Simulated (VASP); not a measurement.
A run of VASP 6.6.1 is set up as follows.

The input INCAR:

```
SYSTEM = SiC
  PREC = Accurate
  ENCUT = 600
  EDIFF = 1E-6
  ISMEAR = 0
  SIGMA = 0.01
  LREAL = .False.
  LASPH = .True.
  NELM = 120
  ALGO = Normal
  ISIF = 2
  LWAVE = .False.
  LCHARG = .False.
  GGA = PE
  NBANDS = 11
  GGA_COMPAT = .False.
```

The input KPOINTS:

```
Automatic mesh
0
Gamma
  6 6 6
  0 0 0
```

File POSCAR:

```
SiC
1.0
    0.0000000000      2.2356225527      2.2356225527
    2.2356225527      0.0000000000      2.2356225527
    2.2356225527      2.2356225527      0.0000000000
Si C
1 1
Direct
    0.0000000000      0.0000000000      0.0000000000
    0.2500000000      0.2500000000      0.2500000000
```

Potentials or basis: VASP PAW PBE potentials, release 64 (Si, C).

Command:

```bash
$ cat potpaw_PBE.64/Si/POTCAR potpaw_PBE.64/C/POTCAR > POTCAR
$ mpirun -np 1 vasp_std > vasp.out
```

(1) What does it give for the pressure?

(2) What does it give for the band gap on the k mesh?

Results:

(1) -11.8 GPa.

(2) 1.42 eV, indirect (least direct gap 4.46 eV).
